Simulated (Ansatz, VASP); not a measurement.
Two plane-wave programs on BN

The input INCAR:

```
ALGO     = Normal         # electronic algorithm
EDIFF    = 1E-6           # SCF threshold, eV
ENCUT    = 520            # plane-wave cutoff, eV
GGA      = PE             # functional
ISIF     = 2              # what is computed and relaxed
ISMEAR   = 0              # smearing method
LASPH    = T              # aspherical terms in the spheres
LCHARG   = F              # write CHGCAR
LREAL    = F              # projectors in reciprocal space
LWAVE    = F              # write WAVECAR
NBANDS   = 36             # bands
NELM     = 100            # most SCF steps
PREC     = Accurate       # precision mode
SIGMA    = 0.05           # smearing width, eV
```

KPOINTS

```
k-points
0
Gamma
  10 10 2
```

Contents of POSCAR:

```
BN
1.0
   -2.5545800960      0.0000000000      0.0000000000
   -1.2772900480     -2.2123312592      0.0000000000
    0.0000000000      0.0000000000     17.1735436055
B N
6 6
Direct
    0.6666666667      0.6666666667      0.1690824483
    0.6666666667      0.6666666667      0.4150721306
    0.6666666667      0.6666666667      0.6610618129
    0.3333333333      0.3333333333      0.0460876072
    0.3333333333      0.3333333333      0.2920772895
    0.3333333333      0.3333333333      0.5380669717
    0.6666666667      0.6666666667      0.0769318329
    0.6666666667      0.6666666667      0.3229215152
    0.6666666667      0.6666666667      0.5689111975
    0.3333333333      0.3333333333      0.6919060386
    0.3333333333      0.3333333333      0.1999266741
    0.3333333333      0.3333333333      0.4459163564
```

Input for Ansatz:

```yaml
crystal:
  lattice:
    - [-2.554580096, 0.0, 0.0]
    - [-1.277290048, -2.2123312592, 0.0]
    - [0.0, 0.0, 17.1735436055]
  atoms:
    - { symbol: B, position: [0.6666666667, 0.6666666667, 0.1690824483] }
    - { symbol: B, position: [0.6666666667, 0.6666666667, 0.4150721306] }
    - { symbol: B, position: [0.6666666667, 0.6666666667, 0.6610618129] }
    - { symbol: B, position: [0.3333333333, 0.3333333333, 0.0460876072] }
    - { symbol: B, position: [0.3333333333, 0.3333333333, 0.2920772895] }
    - { symbol: B, position: [0.3333333333, 0.3333333333, 0.5380669717] }
    - { symbol: "N", position: [0.6666666667, 0.6666666667, 0.0769318329] }
    - { symbol: "N", position: [0.6666666667, 0.6666666667, 0.3229215152] }
    - { symbol: "N", position: [0.6666666667, 0.6666666667, 0.5689111975] }
    - { symbol: "N", position: [0.3333333333, 0.3333333333, 0.6919060386] }
    - { symbol: "N", position: [0.3333333333, 0.3333333333, 0.1999266741] }
    - { symbol: "N", position: [0.3333333333, 0.3333333333, 0.4459163564] }
basis:
  ecutwfc: 420
kpoints:
  mp_grid: { grid: [10, 10, 2] }
hamiltonian:
  xc: pbe
scf:
  occupations: { method: gaussian, width: 0.05 }
output:
  forces: true
  stress: true
  eigenvalues: true
```

Alike in both runs: task single point; functional PBE; k mesh 10 × 10 × 2; occupations gaussian, width 0.05 eV; no spin polarisation.

```csv
,VASP,Ansatz
version,VASP 6.6.1,Ansatz 0.2.0
potentials or method,"VASP PAW PBE potentials, release 64 (B, N), cutoff 520 eV","scalar-relativistic, plane waves, PAW"
valence electrons in the cell,48,48
```

```tsv
	VASP	Ansatz	Ansatz less VASP
gap on the k mesh at the Fermi level (eV)	none	none	-
pressure (GPa)	-2.1	-2.2	-0.11
traceless stress, the component that is largest in VASP (GPa)	3.28	3.34	+0.064
rms of the force components (eV/Å)	0.734	0.736	+0.0024
```

Atom by atom the forces differ by 0.007 eV/Å (rms over components). A gap of «none» marks a metal or a gap that the smearing closes. The functional is the same, so the differences come from potentials, cutoffs and numerics.
